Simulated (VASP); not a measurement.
Wanted: the native input for a VASP 6.6.1 run.

- Task: single point
- Functional: PBE
- Potentials or basis: VASP PAW PBE potentials, release 64 (Zn, Sb_d_GW, O)
- Cutoff: 700 eV
- k mesh: 3 × 3 × 4
- Occupations: gaussian, width 0.2 eV
- Spin: no spin polarisation
- Dipole correction: no
- Further INCAR settings: ALGO = Normal; EDIFF = 1e-06; NBANDS = 40

The structure of Zn2SbO4 lies in POSCAR:

```
Zn2SbO4
1.0
    4.4214776232      0.0000000000      0.0000000000
    0.0000000000      4.4214776232      0.0000000000
    0.0000000000      0.0000000000      5.9035068361
Zn Sb O
2 1 4
Direct
    0.0000000000      0.0000000000      0.5000000000
    0.5000000000      0.5000000000      0.5000000000
    0.5000000000      0.5000000000      0.0000000000
    0.0000000000      0.5000000000      0.1266324055
    0.5000000000      0.0000000000      0.1266324055
    0.0000000000      0.5000000000      0.8733675945
    0.5000000000      0.0000000000      0.8733675945
```

The cell was generated, and may not be a known phase.

One way to write it, as run:

INCAR

```
PREC = Accurate
ENCUT = 700
EDIFF = 1E-6
ISMEAR = 0
SIGMA = 0.2
LREAL = False
LASPH = True
NELM = 120
ALGO = Normal
ISIF = 2
LWAVE = False
LCHARG = False
GGA = PE
NBANDS = 40
GGA_COMPAT = False
```

KPOINTS

```
Automatic mesh
0
Gamma
  3 3 4
```

Potentials or basis: VASP PAW PBE potentials, release 64 (Zn, Sb_d_GW, O).

Run with:

```bash
$ cat potpaw_PBE.64/Zn/POTCAR potpaw_PBE.64/Sb_d_GW/POTCAR potpaw_PBE.64/O/POTCAR > POTCAR
$ mpirun -np 1 vasp_std > vasp.out
```

It gave:

The pressure is 0.2 GPa and the largest force is 0.195 eV/Å. The band gap on the k mesh is zero (an odd number of electrons rules out a gap without spin polarisation).

Caveat: the k points lie up to 0.47 Å⁻¹ apart, too coarse for converged energies and pressures of a metal; spin-orbit coupling is left out, which moves the levels of the heavy elements; an odd number of electrons without spin polarisation forces a metal; a magnetic or distorted state may lie lower.

Wall time 78 s on 1 thread of Intel(R) Xeon(R) Platinum 8259CL CPU @ 2.50GHz (Skylake/Cascade Lake) (shared host), peak memory 0.32 GiB.
